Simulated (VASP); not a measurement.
# P (Cmme) in VASP: further runs, part 2 of 2

VASP 6.6.1.

## (4) Relaxation of cell and atoms, PBE

The input, INCAR:

```
PREC     = Accurate       # precision mode
ENCUT    = 600            # plane-wave cutoff, eV
EDIFF    = 1E-6           # SCF threshold, eV
ISMEAR   = 0              # smearing method
SIGMA    = 0.1            # smearing width, eV
LREAL    = F              # projectors in reciprocal space
LASPH    = T              # aspherical terms in the spheres
NELM     = 100            # most SCF steps
ALGO     = Normal         # electronic algorithm
ISIF     = 3              # what is computed and relaxed
LWAVE    = F              # write WAVECAR
LCHARG   = F              # write CHGCAR
GGA      = PE             # functional
IBRION   = 2              # ionic algorithm
NSW      = 90             # ionic steps
EDIFFG   = -0.04          # ionic threshold
```

The input, KPOINTS:

```
regular mesh
0
Gamma
  6 6 4
```

The input, POSCAR:

```
P
1.0
    2.1868573400     -2.1882578900      0.0000000000
    2.1868573400      2.1882578900      0.0000000000
    0.0000000000      0.0000000000      4.8296400900
P
4
Direct
    0.2500000000      0.7500000000      0.4123970000
    0.7500000000      0.2500000000      0.5876030000
    0.0000000000      0.5000000000      0.0000000000
    0.5000000000      0.0000000000      0.0000000000
```

Launch:

```
> cat potpaw_PBE.64/P/POTCAR > POTCAR
> mpirun -np 1 vasp_std > vasp.out
```

It took 3.4 min on 1 thread of AMD EPYC 7R13 (Zen 3), shared host; peak memory 0.14 GiB.

It converged, with:

| Item | Value |
| --- | --- |
| Free energy | -20.0245 eV |
| Relaxed volume | 15.24 Å³/atom |
| Relaxed cell | a = 3.421 Å, b = 3.421 Å, c = 5.207 Å, α = 90.00°, β = 90.00°, γ = 90.07° |
| Space group after relaxing (to 0.1 Å) | Cmme (No. 67) |
| Energy gained by relaxing | 441.7 meV/atom |
| Ionic steps | 9 |
| Pressure after relaxing | 0.2 GPa |
| Largest force after relaxing | 0.032 eV/Å |
| Band gap on the k mesh | zero (bands 10 and 11 overlap by 3.07 eV) |

Forces on the atoms (eV/Å):
```
P    0.000  0.000  0.032
P    0.000  0.000 -0.032
P    0.000  0.000  0.000
P    0.000  0.000  0.000
```

Stress tensor (GPa, compression positive):
```
0.11 0.00 0.00
0.00 0.39 0.00
0.00 0.00 0.09
```

Step by step:
```csv
step,energy change (eV),largest force (eV/Å),pressure (GPa),volume (Å³)
1,0.0000,1.1777,44.32,46.22
2,-1.3488,0.0334,-10.76,71.03
3,-1.7398,0.2210,0.29,61.07
4,-1.7398,0.2097,-0.23,61.40
5,-1.7597,0.1875,-0.76,61.66
6,-1.7599,0.1913,-0.72,61.64
7,-1.7640,0.1361,0.05,61.10
8,-1.7647,0.1027,0.53,60.78
9,-1.7666,0.0323,0.20,60.96
```

Final structure:
```yaml
crystal:
  lattice:
    - [2.41781, -2.42080, 0.00000]
    - [2.41781, 2.42080, 0.00000]
    - [0.00000, 0.00000, 5.20724]
  atoms:
    - { symbol: P, position: [0.25000, 0.75000, 0.42706] }
    - { symbol: P, position: [0.75000, 0.25000, 0.57294] }
    - { symbol: P, position: [0.00000, 0.50000, 0.00000] }
    - { symbol: P, position: [0.50000, 0.00000, 0.00000] }
```

Levels at points of the mesh, in eV from the Fermi level:
```csv
k point,band 7,band 8,band 9,band 10,band 11,band 12,band 13,band 14
"(0.00, 0.00, 0.00)",-3.30,-2.39,-1.81,-0.14,-0.12,2.56,3.33,3.61
"(0.50, 0.00, 0.00)",-1.66,-1.66,-1.43,-1.43,1.94,1.94,2.38,2.38
"(0.50, 0.50, 0.00)",-5.77,-5.35,-4.54,-3.32,-2.55,-0.02,6.10,7.20
"(0.00, 0.00, 0.50)",-3.98,-3.81,-3.13,-1.87,1.05,2.33,3.35,4.52
"(0.50, 0.00, 0.50)",-1.61,-1.61,-1.10,-1.10,-0.34,-0.34,0.78,0.78
"(0.50, 0.50, 0.50)",-7.39,-6.75,-1.24,-0.15,0.28,1.90,2.82,3.42
```

Caveat: the volume moved by over 15 % at a fixed basis, so the end points are rough.

## (5) Single point, PBE

This run uses another cell than the first one: it holds 8 atoms, not 4.

The input, INCAR:

```
SYSTEM = P
ALGO = Normal
EDIFF = 1E-6
ENCUT = 520
GGA = PE
ISIF = 2
ISMEAR = 0
LASPH = .True.
LCHARG = .True.
LELF = .True.
LREAL = .False.
LVHAR = .True.
LWAVE = .False.
NBANDS = 30
NELM = 80
PREC = Accurate
SIGMA = 0.2
```

The input, KPOINTS:

```
k-points
0
Gamma
  6 4 4
  0 0 0
```

The input, POSCAR:

```
P
1.0
   -2.4370900813      2.4204878007      0.0000000000
    0.0000000000      0.0000000000      5.1419112320
    4.8741801627      4.8409756013      0.0000000000
P
8
Direct
    0.7500000000      0.4316685904      0.3750000000
    0.7500000000      0.4316685904      0.8750000000
    0.2500000000      0.5683314096      0.1250000000
    0.2500000000      0.5683314096      0.6250000000
    1.0000000000      0.0000000000      0.2500000000
    1.0000000000      0.0000000000      0.7500000000
    0.5000000000      0.0000000000      0.0000000000
    0.5000000000      0.0000000000      0.5000000000
```

Potentials or basis: VASP PAW PBE potentials, release 64 (P).

Launch:

```
> cat potpaw_PBE.64/P/POTCAR > POTCAR
> mpirun -np 1 vasp_std > vasp.out
```

OUTCAR:

```text
SYSTEM = P
   EDIFF = 1E-6
   ENCUT = 520
   GGA = PE
   ISIF = 2
   ISMEAR = 0
   LASPH = .True.
   LREAL = .False.
   NELM = 80
   PREC = Accurate

 ion  position               nearest neighbor table
   1  0.750  0.432  0.375-   4 2.52   3 2.52   8 2.53   5 2.53   3 2.54   4 2.54
   2  0.750  0.432  0.875-   3 2.52   4 2.52   7 2.53   6 2.53   3 2.54   4 2.54
   3  0.250  0.568  0.125-   1 2.52   2 2.52   7 2.53   5 2.53   1 2.54   2 2.54
   4  0.250  0.568  0.625-   2 2.52   1 2.52   8 2.53   6 2.53   1 2.54   2 2.54
   5  0.000  0.000  0.250-   8 2.42   7 2.42   7 2.44   8 2.44   1 2.53   3 2.53
   6  0.000  0.000  0.750-   7 2.42   8 2.42   7 2.44   8 2.44   2 2.53   4 2.53
   7  0.500  0.000  0.000-   5 2.42   6 2.42   5 2.44   6 2.44   2 2.53   3 2.53
   8  0.500  0.000  0.500-   6 2.42   5 2.42   5 2.44   6 2.44   1 2.53   4 2.53

  LATTYP: Found a simple monoclinic cell.
 ALAT       =     3.4348463223
 B/A-ratio  =     1.4969843625
 C/A-ratio  =     2.0000000000
 COS(beta)  =    -0.0068355411

  Lattice vectors:

 A1 = (  -2.4370900813,   2.4204878007,   0.0000000000)
 A2 = (   0.0000000000,   0.0000000000,   5.1419112320)
 A3 = (   4.8741801627,   4.8409756013,   0.0000000000)

Analysis of symmetry for initial positions (statically):
=====================================================================
 Subroutine PRICEL returns following result:

  LATTYP: Found a base centered orthorhombic cell.
 ALAT       =     4.8409756014
 B/A-ratio  =     1.0068590640
 C/A-ratio  =     1.0621642527

  Lattice vectors:

 A1 = (   2.4370900814,   2.4204878007,   0.0000000000)
 A2 = (  -2.4370900813,   2.4204878007,   0.0000000000)
 A3 = (   0.0000000000,   0.0000000000,   5.1419112320)

   2 primitive cells build up your supercell.

 Routine SETGRP: Setting up the symmetry group for a
 simple monoclinic supercell.

 Subroutine GETGRP returns: Found  4 space group operations
 (whereof  2 operations were pure point group operations)
 out of a pool of  4 trial point group operations.

The static configuration has the point symmetry S_2 .
 The point group associated with its full space group is C_2h.

Analysis of symmetry for dynamics (positions and initial velocities):
=====================================================================
 Subroutine PRICEL returns following result:

  LATTYP: Found a base centered orthorhombic cell.
 ALAT       =     4.8409756014
 B/A-ratio  =     1.0068590640
 C/A-ratio  =     1.0621642527

  Lattice vectors:

 A1 = (   2.4370900814,   2.4204878007,   0.0000000000)
 A2 = (  -2.4370900813,   2.4204878007,   0.0000000000)
 A3 = (   0.0000000000,   0.0000000000,   5.1419112320)

   2 primitive cells build up your supercell.

 Routine SETGRP: Setting up the symmetry group for a
 simple monoclinic supercell.

 Subroutine GETGRP returns: Found  4 space group operations
 (whereof  2 operations were pure point group operations)
 out of a pool of  4 trial point group operations.

The dynamic configuration has the point symmetry S_2 .
 The point group associated with its full space group is C_2h.

[... 50 lines left out ...]
     0.000000000  0.000000000  0.000000000

 Subroutine IBZKPT returns following result:
 ===========================================

 Found     42 irreducible k-points:

 Following reciprocal coordinates:
            Coordinates               Weight
  0.000000  0.000000  0.000000      1.000000
  0.166667  0.000000 -0.000000      2.000000
  0.333333  0.000000 -0.000000      2.000000
  0.500000  0.000000 -0.000000      1.000000
  0.000000  0.250000  0.000000      2.000000
  0.166667  0.250000 -0.000000      4.000000
[... 16 lines left out ...]
 -0.333333  0.250000  0.250000      4.000000
 -0.166667  0.250000  0.250000      4.000000
 [... further k-points ...]
   k-points           NKPTS =     42   k-points in BZ     NKDIM =     42   number of bands    NBANDS=     30
   number of dos      NEDOS =    301   number of ions     NIONS =      8
   total plane-waves  NPLWV =  60480
   dimension x,y,z NGX =    28 NGY =   40 NGZ =   54
   dimension x,y,z NGXF=    56 NGYF=   80 NGZF=  108
   ions per type =               8
   NGX,Y,Z   is equivalent  to a cutoff of  13.55, 12.93, 13.07 a.u.
   NGXF,Y,Z  is equivalent  to a cutoff of  27.10, 25.87, 26.14 a.u.
 SYSTEM =  P
   PREC   = accura    normal or accurate (medium, high low for compatibility)
   ISTART =      0    job   : 0-new  1-cont  2-samecut
   ICHARG =      2    charge: 1-file 2-atom 10-const
   ISPIN  =      1    spin polarized calculation?
   LNONCOLLINEAR =      F non collinear calculations
   LSORBIT =      F    spin-orbit coupling
   LASPH  =      T    aspherical Exc in radial PAW
   ENCUT  =  520.0 eV  38.22 Ry    6.18 a.u.   6.39  9.56 12.77*2*pi/ulx,y,z
   NELM   =     80;   NELMIN=  2; NELMDL= -5     # of ELM steps
   EDIFF  = 0.1E-05   stopping-criterion for ELM
   LREAL  =      F    real-space projection
   EDIFFG = 0.1E-04   stopping-criterion for IOM
   NSW    =      0    number of steps for IOM
   IBRION =     -1    ionic relax: 0-MD 1-quasi-New 2-CG
   NFREE  =      0    steps in history (QN), initial steepest desc. (CG)
   ISIF   =      2    stress and relaxation
   ISYM   =      2    0-nonsym 1-usesym 2-fastsym
   POTIM  = 0.5000    time-step for ionic-motion
   TEBEG  =    0.0;   TEEND  =   0.0 temperature during run
   PSTRESS=    0.0 pullay stress
   NELECT =      40.0000    total number of electrons
   NUPDOWN=      -1.0000    fix difference up-down
   EMIN   =  10.00;   EMAX   =-10.00  energy-range for DOS
   EFERMI =   0.00;   METHOD = LEGACY
   ISMEAR =     0;   SIGMA  =   0.20  broadening in eV -4-tet -1-fermi 0-gaus
   EFERMI_NEDOS =   21; number of points for ismear=-14 and -15
   IALGO  =     38    algorithm
   IMIX   =      4    mixing-type and parameters
     AMIX     =   0.40;   BMIX     =  1.00
     AMIX_MAG =   1.60;   BMIX_MAG =  1.00
  volume/ion in A,a.u.               =      15.17       102.34
  Fermi-wavevector in a.u.,A,eV,Ry     =   1.130946  2.137178 17.402376  1.279039
  Thomas-Fermi vector in A             =   2.267644
   LORBIT       =      0    0 simple, 1 ext, 2 COOP (PROOUT), +10 PAW based schemes
   GGA     = PE    functional components
   LHFCALC =     F    Hartree Fock is set to
   AEXX    =    0.0000 exact exchange contribution
   IVDW    =     0    specifies the selected vdW correction
   LEPSILON=     F    determine dielectric tensor
   LRPA    =     F    only Hartree local field effects (RPA)
 non-spin polarized calculation
 Gauss-broadening in eV      SIGMA  =   0.20
  energy-cutoff  :      520.00
  volume of cell :      121.33
 maximum number of plane-waves:      3293
 NGX is ok and might be reduce to    28

 number of electron      40.0000000 magnetization

 Free energy of the ion-electron system (eV)
  ---------------------------------------------------
  ext. energy  EPLUGINS =         0.00000000
  ---------------------------------------------------
  free energy    TOTEN  =       -39.97825837 eV

  energy without entropy =      -39.90894815  energy(sigma->0) =      -39.94360326

 E-fermi :   9.1928     XC(G=0): -11.1444

 val. band max:        9.1813749934   @ k =   0.0000   0.0000   0.0000
 cond. band min:       9.2125244621   @ k =  -0.3333   0.0000   0.2500
 fundamental gap:      0.0311494687
 Fermi energy:         9.1927551470

 k-point     1 :       0.0000    0.0000    0.0000
  band No.  band energies     occupation
      1      -7.0687      2.00000
      2      -4.2346      2.00000
      3      -4.2346      2.00000
      4      -3.2054      2.00000
      5      -0.4367      2.00000
      6      -0.4367      2.00000
[... 781 lines left out ...]
     29      13.4863      0.00000
     30      13.6714      0.00000

 [... further k-points ...]
[... 5 lines left out ...]
  --------------------------------------------------------------------------------------
  -------------------------------------------------------------------------------------
  Total       -0.7522524      0.0279578      0.3612394      0.0445918      0.0000000      0.0000000
  in kB       -9.9337937      0.3691936      4.7703105      0.5888529      0.0000000      0.0000000
  external PRESSURE =      -1.5980966 kB  Pullay stress =       0.0000000 kB

 VOLUME and BASIS-vectors are now :
 -----------------------------------------------------------------------------
  energy-cutoff  :      520.00
  volume of cell :      121.33
      direct lattice vectors                 reciprocal lattice vectors
    -2.437090081  2.420487801  0.000000000    -0.205162708  0.206569932  0.000000000
     0.000000000  0.000000000  5.141911232     0.000000000  0.000000000  0.194480215
     4.874180163  4.840975601  0.000000000     0.102581354  0.103284966  0.000000000

 POSITION                                       TOTAL-FORCE (eV/Angst)
 -----------------------------------------------------------------------------------
      0.00000      3.63073      2.21960        -0.000000      0.000000     -0.027062
      2.43709      6.05122      2.21960         0.000000     -0.000000     -0.027062
      0.00000      1.21024      2.92231        -0.000000      0.000000      0.027062
      2.43709      3.63073      2.92231         0.000000      0.000000      0.027062
      1.21855      1.21024      0.00000        -0.000000      0.000000     -0.000000
      3.65564      3.63073      0.00000        -0.000000      0.000000     -0.000000
     -1.21855      1.21024      0.00000        -0.000000      0.000000     -0.000000
      1.21855      3.63073      0.00000        -0.000000      0.000000     -0.000000
 -----------------------------------------------------------------------------------
    total drift:                                0.000000     -0.000000     -0.000000

  FREE ENERGIE OF THE ION-ELECTRON SYSTEM (eV)
  ---------------------------------------------------
  free  energy   TOTEN  =       -39.9782583746 eV

  energy  without entropy=      -39.9089481524  energy(sigma->0) =      -39.94360326
```

Wall time 2.4 min (1 thread of AMD EPYC 7R13 (Zen 3), shared host); peak memory 0.23 GiB.

What came out:

* Free energy: -39.9783 eV
* Pressure: -0.2 GPa
* Largest force: 0.027 eV/Å
* Band gap on the k mesh: zero (bands 20 and 21 overlap by 2.12 eV)

Forces on the atoms (eV/Å):
```
P    0.000  0.000 -0.027
P    0.000  0.000 -0.027
P    0.000  0.000  0.027
P    0.000  0.000  0.027
P    0.000  0.000  0.000
P    0.000  0.000  0.000
P    0.000  0.000  0.000
P    0.000  0.000  0.000
```

Levels at points of the mesh, in eV from the Fermi level:
| k point | band 18 | band 19 | band 20 | band 21 | band 22 | band 23 |
| --- | --- | --- | --- | --- | --- | --- |
| (0.00, 0.00, 0.00) | -1.51 | -1.51 | -0.11 | -0.01 | 2.01 | 2.01 |
| (0.50, 0.00, 0.00) | -1.66 | -1.66 | -1.52 | -1.52 | 0.16 | 2.01 |
| (0.00, 0.50, 0.00) | -1.61 | -0.95 | -0.95 | -0.22 | -0.22 | 0.74 |
| (0.50, 0.50, 0.00) | -0.95 | -0.95 | -0.22 | -0.22 | 0.05 | 0.42 |
| (0.00, 0.00, 0.50) | -0.59 | 0.14 | 0.14 | 1.02 | 1.02 | 1.78 |
| (0.50, 0.00, 0.50) | -2.90 | -2.81 | -2.81 | 0.27 | 0.27 | 1.99 |
| (0.00, 0.50, 0.50) | -2.00 | -0.47 | -0.47 | 1.63 | 1.63 | 1.73 |
| (0.50, 0.50, 0.50) | -1.38 | -1.31 | -1.31 | 0.40 | 0.40 | 0.58 |

## (6) The runs side by side

| task | cell | k mesh | cutoff (eV) | smearing | gap on the mesh (eV) | pressure (GPa) | largest force (eV/Å) |
| --- | --- | --- | --- | --- | --- | --- | --- |
| single point | a = 3.094, b = 3.094, c = 4.830 Å, 4 atoms, atomic positions A | 6 × 6 × 4 | 520 | gaussian 0.1 eV | none | 44.3 | 1.18 |
| single point | a = 3.426, b = 3.426, c = 5.210 Å, angles 90.0, 90.0, 90.1°, 4 atoms, atomic positions B | 6 × 6 × 4 | 520 | gaussian 0.1 eV | none | -0.1 | 0.01 |
| relaxation of cell and atoms | relaxed from a = 3.094, b = 3.094, c = 4.830 Å, 4 atoms, atomic positions A | 6 × 6 × 4 | 600 | gaussian 0.1 eV | none | 0.2 | 0.03 |
| single point | a = 3.435, b = 5.142, c = 6.870 Å, angles 90.0, 90.4, 90.0°, 8 atoms, atomic positions C | 6 × 4 × 4 | 520 | gaussian 0.2 eV | none | -0.2 | 0.03 |

Alike in all rows: level PBE; potentials or basis VASP PAW PBE potentials, release 64 (P); no spin polarisation.

Caveats: the stress differs along the axes, from 38 to 53 GPa (at least some runs); forces of over 1 eV/Å act on the atoms, so gaps and moduli don't describe the material at rest (at least some runs); the volume moved by over 15 % at a fixed basis, so the end points are rough (at least some runs).

Total energies depend on the potentials used, so only differences within one code and one set of settings carry meaning.

The gap in the log of VASP goes by the Fermi energy; the results here count the filled bands.